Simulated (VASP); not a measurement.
# IrRh5 (P-6m2) in VASP: settings compared

The runs below take IrRh5 through single point, relaxation of shape and atoms at fixed volume, with r2SCAN, PBE.

All numbers are computed with VASP 6.6.1; they aren't measurements. Logs are shortened: lines on timing, memory, paths and dates and some standing lists are left out, and cuts for length are marked.

## Step 1: The cell of the first run

Symmetry: P-6m2, No. 187, hexagonal system. The conventional cell has a = 2.728 Å, b = 2.728 Å, c = 13.191 Å, α = 90.00°, β = 90.00°, γ = 120.00°. Ir (site symmetry -6m2) has 6 Rh at 2.70 Å and 6 Ir at 2.73 Å within 3.6 Å. Rh (site symmetry 3m) has 3 Ir at 2.70 Å and 9 Rh at 2.71 to 2.73 Å within 3.6 Å. Within 3.6 Å of Rh (site symmetry -6m2) lie 12 Rh at 2.70 to 2.73 Å. Within 3.6 Å of Rh (site symmetry 3m) lie 12 Rh at 2.70 to 2.73 Å.

## Step 2: Single point, r2SCAN

The input, POSCAR:

```
IrRh5
1.0
    2.7282983364      0.0000000289      0.0000000000
   -1.3641491932      2.3627756540      0.0000000000
    0.0000000000      0.0000000000     13.1908402000
Ir Rh
1 5
Direct
    0.6666666667      0.3333333333      0.5000000000
    0.3333333333      0.6666666667      0.6666140000
    0.3333333333      0.6666666667      0.0000000000
    0.3333333333      0.6666666667      0.3333860000
    0.6666666667      0.3333333333      0.8340350000
    0.6666666667      0.3333333333      0.1659650000
```

The input, INCAR.step1:

```
SYSTEM = IrRh5
ALGO = Normal
EDIFF = 1E-4
ENCUT = 520
GGA = PE
ISMEAR = 0
LASPH = .True.
LCHARG = .False.
LREAL = .False.
LWAVE = .True.
NBANDS = 51
NELM = 100
PREC = Accurate
SIGMA = 0.1
```

The input, INCAR.step2:

```
SYSTEM = IrRh5
ALGO = Normal
EDIFF = 1E-6
ENCUT = 520
ISIF = 2
ISMEAR = 0
ISTART = 1
LASPH = .True.
LCHARG = .False.
LMIXTAU = .True.
LREAL = .False.
LWAVE = .False.
METAGGA = R2SCAN
NBANDS = 51
NELM = 100
PREC = Accurate
SIGMA = 0.1
```

The input, KPOINTS:

```
k-points
0
Gamma
  18 18 4
  0 0 0
```

Potentials or basis: VASP PAW PBE potentials, release 64 (Ir, Rh_pv).

Launch:

```console
$ cat potpaw_PBE.64/Ir/POTCAR potpaw_PBE.64/Rh_pv/POTCAR > POTCAR
$ cp INCAR.step1 INCAR
$ mpirun -np 1 vasp_std > vasp.out
$ cp INCAR.step2 INCAR
$ mpirun -np 1 vasp_std > vasp.out
```

OUTCAR:

```text
SYSTEM = IrRh5
   EDIFF = 1E-6
   ENCUT = 520
   ISIF = 2
   ISMEAR = 0
   ISTART = 1
   LASPH = .True.
   LREAL = .False.
   METAGGA = R2SCAN
   NELM = 100
   PREC = Accurate

 ion  position               nearest neighbor table
   1  0.667  0.333  0.500-   2 2.70   4 2.70   2 2.70   4 2.70   2 2.70   4 2.70
   2  0.333  0.667  0.667-   1 2.70   1 2.70   1 2.70   5 2.71   5 2.71   5 2.71
   3  0.333  0.667  0.000-   5 2.70   6 2.70   5 2.70   6 2.70   5 2.70   6 2.70
   4  0.333  0.667  0.333-   1 2.70   1 2.70   1 2.70   6 2.71   6 2.71   6 2.71
   5  0.667  0.333  0.834-   3 2.70   3 2.70   3 2.70   2 2.71   2 2.71   2 2.71
   6  0.667  0.333  0.166-   3 2.70   3 2.70   3 2.70   4 2.71   4 2.71   4 2.71

  LATTYP: Found a hexagonal cell.
 ALAT       =     2.7282983364
 C/A-ratio  =     4.8348232391

  Lattice vectors:

 A1 = (   2.7282983364,   0.0000000289,   0.0000000000)
 A2 = (  -1.3641491932,   2.3627756540,   0.0000000000)
 A3 = (   0.0000000000,   0.0000000000,  13.1908402000)

Analysis of symmetry for initial positions (statically):
=====================================================================
 Subroutine PRICEL returns:
 Original cell was already a primitive cell.

 Routine SETGRP: Setting up the symmetry group for a
 hexagonal supercell.

 Subroutine GETGRP returns: Found 12 space group operations
 (whereof 12 operations were pure point group operations)
 out of a pool of 24 trial point group operations.

The static configuration has the point symmetry D_3h.

Analysis of symmetry for dynamics (positions and initial velocities):
=====================================================================
 Subroutine PRICEL returns:
 Original cell was already a primitive cell.

 Routine SETGRP: Setting up the symmetry group for a
 hexagonal supercell.

 Subroutine GETGRP returns: Found 12 space group operations
 (whereof 12 operations were pure point group operations)
 out of a pool of 24 trial point group operations.

The dynamic configuration has the point symmetry D_3h.

 Subroutine INISYM returns: Found 12 space group operations
 (whereof 12 operations are pure point group operations),
 and found     1 'primitive' translations

----------------------------------------------------------------------------------------

                                     Primitive cell

  volume of cell :      85.0329

  direct lattice vectors                    reciprocal lattice vectors
     2.728298336  0.000000029  0.000000000     0.366528829  0.211615523  0.000000000
    -1.364149193  2.362775654  0.000000000    -0.000000004  0.423231039  0.000000000
     0.000000000  0.000000000 13.190840200     0.000000000  0.000000000  0.075810182

  length of vectors
     2.728298336  2.728298336 13.190840200     0.423231039  0.423231039  0.075810182

  position of ions in fractional coordinates (direct lattice)
     0.666666667  0.333333333  0.500000000
     0.333333333  0.666666667  0.666614000
     0.333333333  0.666666667  0.000000000
     0.333333333  0.666666667  0.333386000
     0.666666667  0.333333333  0.834035000
     0.666666667  0.333333333  0.165965000

  ion indices of the primitive-cell ions
   primitive index   ion index
                 1           1
                 2           2
                 3           3
                 4           4
                 5           5
                 6           6

----------------------------------------------------------------------------------------

 KPOINTS: k-points

Automatic generation of k-mesh.
 Grid dimensions read from file:
 generate k-points for:   18   18    4

 Generating k-lattice:

  Cartesian coordinates                     Fractional coordinates (reciprocal lattice)
     0.020362713  0.011756418  0.000000000     0.055555556  0.000000000  0.000000000
    -0.000000000  0.023512835  0.000000000    -0.000000000  0.055555556  0.000000000
     0.000000000  0.000000000  0.018952546     0.000000000  0.000000000  0.250000000

  Length of vectors
     0.023512835  0.023512835  0.018952546

  Shift w.r.t. Gamma in fractional coordinates (k-lattice)
     0.000000000  0.000000000  0.000000000

 Subroutine IBZKPT returns following result:
 ===========================================

 Found    111 irreducible k-points:

 Following reciprocal coordinates:
            Coordinates               Weight
  0.000000  0.000000  0.000000      1.000000
  0.055556  0.000000  0.000000      6.000000
  0.111111  0.000000  0.000000      6.000000
  0.166667  0.000000  0.000000      6.000000
  0.222222  0.000000  0.000000      6.000000
  0.277778 -0.000000  0.000000      6.000000
[... 16 lines left out ...]
  0.333333  0.111111  0.000000     12.000000
  0.388889  0.111111  0.000000     12.000000
 [... further k-points ...]
   k-points           NKPTS =    111   k-points in BZ     NKDIM =    111   number of bands    NBANDS=     51
   number of dos      NEDOS =    301   number of ions     NIONS =      6
   total plane-waves  NPLWV =  39200
   dimension x,y,z NGX =    20 NGY =   20 NGZ =   98
   dimension x,y,z NGXF=    40 NGYF=   40 NGZF=  196
   ions per type =               1   5
   NGX,Y,Z   is equivalent  to a cutoff of  12.19, 12.19, 12.35 a.u.
   NGXF,Y,Z  is equivalent  to a cutoff of  24.37, 24.37, 24.70 a.u.
 SYSTEM =  IrRh5
   PREC   = accura    normal or accurate (medium, high low for compatibility)
   ISTART =      1    job   : 0-new  1-cont  2-samecut
   ICHARG =      0    charge: 1-file 2-atom 10-const
   ISPIN  =      1    spin polarized calculation?
   LNONCOLLINEAR =      F non collinear calculations
   LSORBIT =      F    spin-orbit coupling
   LASPH  =      T    aspherical Exc in radial PAW
   ENCUT  =  520.0 eV  38.22 Ry    6.18 a.u.   5.07  5.07 24.53*2*pi/ulx,y,z
   NELM   =    100;   NELMIN=  2; NELMDL=  0     # of ELM steps
   EDIFF  = 0.1E-05   stopping-criterion for ELM
   LREAL  =      F    real-space projection
   EDIFFG = 0.1E-04   stopping-criterion for IOM
   NSW    =      0    number of steps for IOM
   IBRION =     -1    ionic relax: 0-MD 1-quasi-New 2-CG
   NFREE  =      0    steps in history (QN), initial steepest desc. (CG)
   ISIF   =      2    stress and relaxation
   ISYM   =      2    0-nonsym 1-usesym 2-fastsym
   POTIM  = 0.5000    time-step for ionic-motion
   TEBEG  =    0.0;   TEEND  =   0.0 temperature during run
   PSTRESS=    0.0 pullay stress
   NELECT =      84.0000    total number of electrons
   NUPDOWN=      -1.0000    fix difference up-down
   EMIN   =  10.00;   EMAX   =-10.00  energy-range for DOS
   EFERMI =   0.00;   METHOD = LEGACY
   ISMEAR =     0;   SIGMA  =   0.10  broadening in eV -4-tet -1-fermi 0-gaus
   EFERMI_NEDOS =   21; number of points for ismear=-14 and -15
   IALGO  =     38    algorithm
   IMIX   =      4    mixing-type and parameters
     AMIX     =   0.40;   BMIX     =  1.00
     AMIX_MAG =   1.60;   BMIX_MAG =  1.00
  volume/ion in A,a.u.               =      14.17        95.64
  Fermi-wavevector in a.u.,A,eV,Ry     =   1.630443  3.081091 36.168977  2.658345
  Thomas-Fermi vector in A             =   2.722743
   LORBIT       =      0    0 simple, 1 ext, 2 COOP (PROOUT), +10 PAW based schemes
   METAGGA = R2SCAN    functional components
   LHFCALC =     F    Hartree Fock is set to
   AEXX    =    0.0000 exact exchange contribution
   IVDW    =     0    specifies the selected vdW correction
   LEPSILON=     F    determine dielectric tensor
   LRPA    =     F    only Hartree local field effects (RPA)
 non-spin polarized calculation
 Gauss-broadening in eV      SIGMA  =   0.10
  energy-cutoff  :      520.00
  volume of cell :       85.03
 maximum number of plane-waves:      2322
   NGX = 11   NGY = 11   NGZ = 49

 number of electron      84.0000016 magnetization

 Free energy of the ion-electron system (eV)
  ---------------------------------------------------
  ext. energy  EPLUGINS =         0.00000000
  ---------------------------------------------------
  free energy    TOTEN  =      -172.80207579 eV

  energy without entropy =     -172.75902769  energy(sigma->0) =     -172.78055174

 E-fermi :  11.1059     XC(G=0): -15.0423

 val. band max:       11.1055615175   @ k =   0.3889   0.1667   0.0000
 cond. band min:      11.1088665211   @ k =   0.3333   0.1667   0.5000
 fundamental gap:      0.0033050036
 Fermi energy:        11.1058627071

 k-point     1 :       0.0000    0.0000    0.0000
  band No.  band energies     occupation
      1     -37.4305      2.00000
      2     -37.3218      2.00000
      3     -37.1717      2.00000
      4     -36.9454      2.00000
      5     -36.8447      2.00000
      6     -36.8447      2.00000
[... 43 lines left out ...]
     50      11.3023      0.00546
     51      11.8083      0.00000

 k-point     2 :       0.0556    0.0000    0.0000
  band No.  band energies     occupation
      1     -37.4245      2.00000
      2     -37.3184      2.00000
      3     -37.1717      2.00000
      4     -36.9512      2.00000
      5     -36.8598      2.00000
      6     -36.8588      2.00000
[... 43 lines left out ...]
     50      11.4091      0.00002
     51      12.7694      0.00000

 k-point     3 :       0.1111    0.0000    0.0000
  band No.  band energies     occupation
      1     -37.4070      2.00000
      2     -37.3087      2.00000
      3     -37.1728      2.00000
      4     -36.9728      2.00000
      5     -36.9063      2.00000
      6     -36.8989      2.00000
[... 43 lines left out ...]
     50      11.9674      0.00000
     51      14.0465      0.00000
[... 1027 lines left out ...]
 k-point    23 :       0.3333    0.1111    0.0000
  band No.  band energies     occupation
      1     -37.3412      2.00000
      2     -37.3378      2.00000
      3     -37.2971      2.00000
      4     -37.2930      2.00000
      5     -37.2197      2.00000
      6     -37.1730      2.00000
[... 43 lines left out ...]
     50      15.5612      0.00000
     51      19.2513      0.00000

 k-point    24 :       0.3889    0.1111    0.0000
  band No.  band energies     occupation
      1     -37.3714      2.00000
      2     -37.3692      2.00000
      3     -37.3351      2.00000
      4     -37.3210      2.00000
      5     -37.2459      2.00000
      6     -37.1494      2.00000
[... 43 lines left out ...]
     50      15.9068      0.00000
     51      17.5663      0.00000

 [... further k-points ...]

------------------------ aborting loop because EDIFF is reached ----------------------------------------

  FORCE on cell =-STRESS in cart. coord.  units (eV):
  Direction    XX          YY          ZZ          XY          YZ          ZX
  --------------------------------------------------------------------------------------
  -------------------------------------------------------------------------------------
  Total       -2.7087664     -2.7087664     -2.8102790     -0.0000000      0.0000000      0.0000000
  in kB      -51.0381974    -51.0381974    -52.9508836     -0.0000000      0.0000000      0.0000000
  external PRESSURE =     -51.6757595 kB  Pullay stress =       0.0000000 kB

 VOLUME and BASIS-vectors are now :
 -----------------------------------------------------------------------------
  energy-cutoff  :      520.00
  volume of cell :       85.03
      direct lattice vectors                 reciprocal lattice vectors
     2.728298336  0.000000029  0.000000000     0.366528829  0.211615523  0.000000000
    -1.364149193  2.362775654  0.000000000    -0.000000004  0.423231039  0.000000000
     0.000000000  0.000000000 13.190840200     0.000000000  0.000000000  0.075810182

 POSITION                                       TOTAL-FORCE (eV/Angst)
 -----------------------------------------------------------------------------------
      1.36415      0.78759      6.59542         0.000000     -0.000000      0.000000
     -0.00000      1.57518      8.79320         0.000000     -0.000000      0.006473
     -0.00000      1.57518      0.00000         0.000000     -0.000000      0.000000
     -0.00000      1.57518      4.39764         0.000000     -0.000000     -0.006473
      1.36415      0.78759     11.00162        -0.000000      0.000000      0.008086
      1.36415      0.78759      2.18922        -0.000000      0.000000     -0.008086
 -----------------------------------------------------------------------------------
    total drift:                               -0.000000      0.000000      0.000000

  FREE ENERGIE OF THE ION-ELECTRON SYSTEM (eV)
  ---------------------------------------------------
  free  energy   TOTEN  =      -172.8020757905 eV

  energy  without entropy=     -172.7590276869  energy(sigma->0) =     -172.78055174
```

It took 52 min on 1 thread of Oxide Virtual Turin-like, shared host; peak memory 0.44 GiB.

What came out:

```
Free energy            : -172.8021 eV
Pressure               : -5.2 GPa
Largest force          : 0.008 eV/Å
Band gap on the k mesh : zero (bands 42 and 43 overlap by 2.20 eV)
```

Forces on the atoms (eV/Å):
```
Ir   0.000  0.000  0.000
Rh   0.000  0.000  0.006
Rh   0.000  0.000  0.000
Rh   0.000  0.000 -0.006
Rh   0.000  0.000  0.008
Rh   0.000  0.000 -0.008
```

Caveat: the cell stands under tension; the PAW data sets were made with another functional, which shifts forces and pressure a little; spin-orbit coupling is left out, which moves the levels of the heavy elements.

(Continued in part 2 of 2.)
